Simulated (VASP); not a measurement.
Si3Ge, 4 atoms in the cell. The structure is tetragonal, space group P-4m2 (No. 115). The conventional cell has a = 3.916 Å, b = 3.916 Å, c = 5.521 Å, α = 90.00°, β = 90.00°, γ = 90.00°. Si (site symmetry -4m2) has 4 Si at 2.38 Å within 3.1 Å. Si (site symmetry 2mm) has 2 Si at 2.38 Å and 2 Ge at 2.41 Å within 3.1 Å. Ge (site symmetry -4m2) has 4 Si at 2.41 Å within 3.2 Å. 

* Program: VASP 6.6.1
* Task: single point
* Functional: PBE
* Potentials or basis: VASP PAW PBE potentials, release 64 (Si, Ge_d)
* Cutoff: 520 eV
* k mesh: 6 × 6 × 4
* Occupations: gaussian, width 0.1 eV
* Spin: no spin polarisation
* Dipole correction: no
* Further INCAR settings: ALGO = Normal; EDIFF = 1e-07; NBANDS = 21

Potentials or basis: VASP PAW PBE potentials, release 64 (Si, Ge_d).

Command:

```sh
$ cat potpaw_PBE.64/Si/POTCAR potpaw_PBE.64/Ge_d/POTCAR > POTCAR
$ mpirun -np 1 vasp_std > vasp.out
```

Hardware: 1 thread of Intel(R) Xeon(R) Platinum 8375C CPU @ 2.90GHz (Ice Lake), with other jobs on the host.

Question: Estimate the wall time of this run.

Answer: Wall time 61 s on 1 thread of Intel(R) Xeon(R) Platinum 8375C CPU @ 2.90GHz (Ice Lake), on a shared host, peak memory 0.21 GiB. Counts: scf iterations 14, k points 30.
